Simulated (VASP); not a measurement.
# ZrB (Cmmm) in VASP: notebook, part 2 of 2

VASP 6.6.1. The steps go on from the part before.

### Step 3. Single point, B3LYP

File POSCAR:

```
ZrB
1.0
    1.9614334600     -1.9857162700      0.0000000000
    1.9614334600      1.9857162700      0.0000000000
    0.0000000000      0.0000000000      4.0139456300
Zr B
1 1
Direct
    0.0000000000      0.0000000000      0.5000000000
    0.5000000000      0.5000000000      0.5000000000
```

File INCAR.step1:

```
PREC     = Accurate       # precision mode
ENCUT    = 520            # plane-wave cutoff, eV
EDIFF    = 1E-5           # SCF threshold, eV
ISMEAR   = -1             # smearing method
SIGMA    = 0.05           # smearing width, eV
LREAL    = F              # projectors in reciprocal space
LASPH    = T              # aspherical terms in the spheres
NELM     = 80             # most SCF steps
ALGO     = Normal         # electronic algorithm
ISIF     = 2              # what is computed and relaxed
LWAVE    = T              # write WAVECAR
GGA      = PE             # functional
NBANDS   = 14             # bands
```

File INCAR.step2:

```
PREC     = Accurate       # precision mode
ENCUT    = 520            # plane-wave cutoff, eV
EDIFF    = 1E-6           # SCF threshold, eV
ISMEAR   = -1             # smearing method
SIGMA    = 0.05           # smearing width, eV
LREAL    = F              # projectors in reciprocal space
LASPH    = T              # aspherical terms in the spheres
NELM     = 80             # most SCF steps
ALGO     = Normal         # electronic algorithm
ISIF     = 2              # what is computed and relaxed
LWAVE    = F              # write WAVECAR
LCHARG   = T              # write CHGCAR
GGA      = B3             # functional
LHFCALC  = T              # exact exchange
AEXX     = 0.2            # exact-exchange fraction
AGGAX    = 0.72         
AGGAC    = 0.81         
ALDAC    = 0.19         
PRECFOCK = Normal       
LELF     = T              # ELF
LVHAR    = T            
ISTART   = 1            
NBANDS   = 14             # bands
```

File KPOINTS:

```
Automatic mesh
0
Gamma
  5 5 4
```

Potentials or basis: VASP PAW PBE potentials, release 64 (Zr_sv, B).

Command:

```
$ cat potpaw_PBE.64/Zr_sv/POTCAR potpaw_PBE.64/B/POTCAR > POTCAR
$ cp INCAR.step1 INCAR
$ mpirun -np 1 vasp_std > vasp.out
$ cp INCAR.step2 INCAR
$ mpirun -np 1 vasp_std > vasp.out
```

OUTCAR:

```text
PREC = Accurate
   ENCUT = 520
   EDIFF = 1E-6
   ISMEAR = -1
   LREAL = F
   LASPH = T
   NELM = 80
   ISIF = 2
   GGA = B3
   LHFCALC = T
   AEXX = 0.2
   PRECFOCK = Normal
   ISTART = 1

 ion  position               nearest neighbor table
   1  0.000  0.000  0.500-   2 1.96   2 1.96   2 1.99   2 1.99
   2  0.500  0.500  0.500-   1 1.96   1 1.96   1 1.99   1 1.99

  LATTYP: Found a base centered orthorhombic cell.
 ALAT       =     3.9228669200
 B/A-ratio  =     1.0123801345
 C/A-ratio  =     1.0232173846

  Lattice vectors:

 A1 = (   1.9614334600,  -1.9857162700,   0.0000000000)
 A2 = (   1.9614334600,   1.9857162700,   0.0000000000)
 A3 = (   0.0000000000,   0.0000000000,   4.0139456300)

Analysis of symmetry for initial positions (statically):
=====================================================================
 Subroutine PRICEL returns:
 Original cell was already a primitive cell.

 Routine SETGRP: Setting up the symmetry group for a
 base centered orthorhombic supercell.

 Subroutine GETGRP returns: Found  8 space group operations
 (whereof  8 operations were pure point group operations)
 out of a pool of  8 trial point group operations.

The static configuration has the point symmetry D_2h.

Analysis of symmetry for dynamics (positions and initial velocities):
=====================================================================
 Subroutine PRICEL returns:
 Original cell was already a primitive cell.

 Routine SETGRP: Setting up the symmetry group for a
 base centered orthorhombic supercell.

 Subroutine GETGRP returns: Found  8 space group operations
 (whereof  8 operations were pure point group operations)
 out of a pool of  8 trial point group operations.

The dynamic configuration has the point symmetry D_2h.

 Subroutine INISYM returns: Found  8 space group operations
 (whereof  8 operations are pure point group operations),
 and found     1 'primitive' translations

----------------------------------------------------------------------------------------

                                     Primitive cell

  volume of cell :      31.2674

  direct lattice vectors                    reciprocal lattice vectors
     1.961433460 -1.985716270  0.000000000     0.254915606 -0.251798310  0.000000000
     1.961433460  1.985716270  0.000000000     0.254915606  0.251798310  0.000000000
     0.000000000  0.000000000  4.013945630     0.000000000  0.000000000  0.249131426

  length of vectors
     2.791109156  2.791109156  4.013945630     0.358307626  0.358307626  0.249131426

  position of ions in fractional coordinates (direct lattice)
     0.000000000  0.000000000  0.500000000
     0.500000000  0.500000000  0.500000000

  ion indices of the primitive-cell ions
   primitive index   ion index
                 1           1
                 2           2

----------------------------------------------------------------------------------------

 KPOINTS: Automatic mesh

Automatic generation of k-mesh.
 Grid dimensions read from file:
 generate k-points for:    5    5    4

 Generating k-lattice:

  Cartesian coordinates                     Fractional coordinates (reciprocal lattice)
[... 49 lines left out ...]
   NGXF,Y,Z  is equivalent  to a cutoff of  28.59, 28.59, 24.85 a.u.
 SYSTEM =  unknown system
   PREC   = accura    normal or accurate (medium, high low for compatibility)
   ISTART =      1    job   : 0-new  1-cont  2-samecut
   ICHARG =      0    charge: 1-file 2-atom 10-const
   ISPIN  =      1    spin polarized calculation?
   LNONCOLLINEAR =      F non collinear calculations
   LSORBIT =      F    spin-orbit coupling
   LASPH  =      T    aspherical Exc in radial PAW
   ENCUT  =  520.0 eV  38.22 Ry    6.18 a.u.   5.19  5.19  7.46*2*pi/ulx,y,z
   NELM   =     80;   NELMIN=  2; NELMDL=  0     # of ELM steps
   EDIFF  = 0.1E-05   stopping-criterion for ELM
   LREAL  =      F    real-space projection
   EDIFFG = 0.1E-04   stopping-criterion for IOM
   NSW    =      0    number of steps for IOM
   IBRION =     -1    ionic relax: 0-MD 1-quasi-New 2-CG
   NFREE  =      0    steps in history (QN), initial steepest desc. (CG)
   ISIF   =      2    stress and relaxation
   ISYM   =      3    0-nonsym 1-usesym 2-fastsym
   POTIM  = 0.5000    time-step for ionic-motion
   TEBEG  =    0.0;   TEEND  =   0.0 temperature during run
   PSTRESS=    0.0 pullay stress
   NELECT =      15.0000    total number of electrons
   NUPDOWN=      -1.0000    fix difference up-down
   EMIN   =  10.00;   EMAX   =-10.00  energy-range for DOS
   EFERMI =   0.00;   METHOD = LEGACY
   ISMEAR =    -1;   SIGMA  =   0.05  broadening in eV -4-tet -1-fermi 0-gaus
   EFERMI_NEDOS =   21; number of points for ismear=-14 and -15
   IALGO  =     38    algorithm
   IMIX   =      1    mixing-type and parameters
     AMIX     =   0.40;   BMIX     =  1.00
     AMIX_MAG =   1.60;   BMIX_MAG =  1.00
  volume/ion in A,a.u.               =      15.63       105.50
  Fermi-wavevector in a.u.,A,eV,Ry     =   1.281567  2.421810 22.346383  1.642413
  Thomas-Fermi vector in A             =   2.413929
   LORBIT       =      0    0 simple, 1 ext, 2 COOP (PROOUT), +10 PAW based schemes
   GGA     = B3    functional components
   LHFCALC =     T    Hartree Fock is set to
   PRECFOCK=normal    Normal, Fast or Accurate (Low or Medium for compatibility)
   ENCUT4O =  -1.0   cutoff for four orbital integrals eV
   NKREDX  =     1    reduce k-point grid by
   NKREDY  =     1    reduce k-point grid by
   NKREDZ  =     1    reduce k-point grid by
   AEXX    =    0.2000 exact exchange contribution
   HFSCREEN=    0.0000 screening length (either q_TF or 0.3 A-1)
   HFSCREENC=   0.0000 screening length for correlation (either q_TF or 0.3 A-1)
   ENCUTFOCK=  -1.0 apply spherical cutoff to Coloumb kernel
   IVDW    =     0    specifies the selected vdW correction
   LEPSILON=     F    determine dielectric tensor
   LRPA    =     F    only Hartree local field effects (RPA)
 non-spin polarized calculation
  energy-cutoff  :      520.00
  volume of cell :       31.27
 maximum number of plane-waves:       860
 NGX is ok and might be reduce to    24
  NGX = 16; NGY = 16; NGZ = 24

 number of electron      15.0000001 magnetization

 Free energy of the ion-electron system (eV)
  ---------------------------------------------------
  ext. energy  EPLUGINS =         0.00000000
  ---------------------------------------------------
  free energy    TOTEN  =       -10.93379677 eV

  energy without entropy =      -10.93149352  energy(sigma->0) =      -10.93264514

 E-fermi :   7.6939     XC(G=0):  -8.2533

 val. band max:        7.3826564427   @ k =  -0.4000   0.4000   0.5000
 cond. band min:       7.7485530581   @ k =  -0.4000   0.2000   0.0000
 fundamental gap:      0.3658966154
 Fermi energy:         7.6939218029

 k-point     1 :       0.0000    0.0000    0.0000
  band No.  band energies     occupation
      1     -43.4102      2.00000
      2     -20.6167      2.00000
      3     -19.9112      2.00000
      4     -19.8062      2.00000
      5      -2.1504      2.00000
      6       4.5931      2.00000
      7       5.0350      2.00000
      8       7.1203      1.99998
      9      12.3988      0.00000
     10      12.7632      0.00000
     11      13.0159      0.00000
     12      13.1303      0.00000
     13      13.2755      0.00000
     14      20.7530      0.00000
[... 377 lines left out ...]
      1     -43.0633      2.00000
      2     -21.7379      2.00000
      3     -20.3543      2.00000
      4     -20.3230      2.00000
      5       0.7231      2.00000
      6       3.2139      2.00000
      7       4.1771      2.00000
      8       8.6779      0.00000
      9       9.7447      0.00000
     10      12.5758      0.00000
     11      14.5389      0.00000
     12      15.3201      0.00000
     13      17.0936      0.00000
     14      20.1065      0.00000

 [... further k-points ...]

------------------------ aborting loop because EDIFF is reached ----------------------------------------

  FORCE on cell =-STRESS in cart. coord.  units (eV):
  Direction    XX          YY          ZZ          XY          YZ          ZX
  --------------------------------------------------------------------------------------
  -------------------------------------------------------------------------------------
  Total       21.6969150     20.9583335      0.1775773      0.0000000      0.0000000      0.0000000
  in kB     1111.7734934   1073.9277741      9.0992533      0.0000000      0.0000000      0.0000000
  external PRESSURE =     731.6001736 kB  Pullay stress =       0.0000000 kB

 VOLUME and BASIS-vectors are now :
 -----------------------------------------------------------------------------
  energy-cutoff  :      520.00
  volume of cell :       31.27
      direct lattice vectors                 reciprocal lattice vectors
     1.961433460 -1.985716270  0.000000000     0.254915606 -0.251798310  0.000000000
     1.961433460  1.985716270  0.000000000     0.254915606  0.251798310  0.000000000
     0.000000000  0.000000000  4.013945630     0.000000000  0.000000000  0.249131426

 POSITION                                       TOTAL-FORCE (eV/Angst)
 -----------------------------------------------------------------------------------
      0.00000      0.00000      2.00697         0.000000     -0.000000      0.000000
      1.96143      0.00000      2.00697         0.000000      0.000000      0.000000
 -----------------------------------------------------------------------------------
    total drift:                                0.000000     -0.000000     -0.000000

  FREE ENERGIE OF THE ION-ELECTRON SYSTEM (eV)
  ---------------------------------------------------
  free  energy   TOTEN  =       -10.9337967659 eV

  energy  without entropy=      -10.9314935225  energy(sigma->0) =      -10.93264514
```

Run time: 18 min. Hardware: 1 thread of Intel Xeon Platinum 8375C at 2.90GHz (Ice Lake), shared host; peak memory 0.16 GiB.

What came out:

| Item | Value |
| --- | --- |
| Free energy | -10.9338 eV |
| Pressure | 73.2 GPa |
| Band gap on the k mesh | zero (an odd number of electrons rules out a gap without spin polarisation) |

Stress tensor (GPa, compression positive):
```
111.18   0.00   0.00
  0.00 107.39   0.00
  0.00   0.00   0.91
```

Levels at points of the mesh, in eV from the Fermi level:
```
           k point  band 6  band 7  band 8  band 9  band 10  band 11
(0.00, 0.00, 0.00)   -3.10   -2.66   -0.57    4.70     5.07     5.32
(0.00, 0.00, 0.50)   -3.76   -3.03    3.07    4.79     4.91     5.03
```

Caveat: the k points lie up to 0.45 Å⁻¹ apart, too coarse for converged energies and pressures of a metal; the PAW data sets were made with another functional, which shifts forces and pressure a little; an odd number of electrons without spin polarisation forces a metal; a magnetic or distorted state may lie lower.

The gap in the log of VASP goes by the Fermi energy; the results here count the filled bands.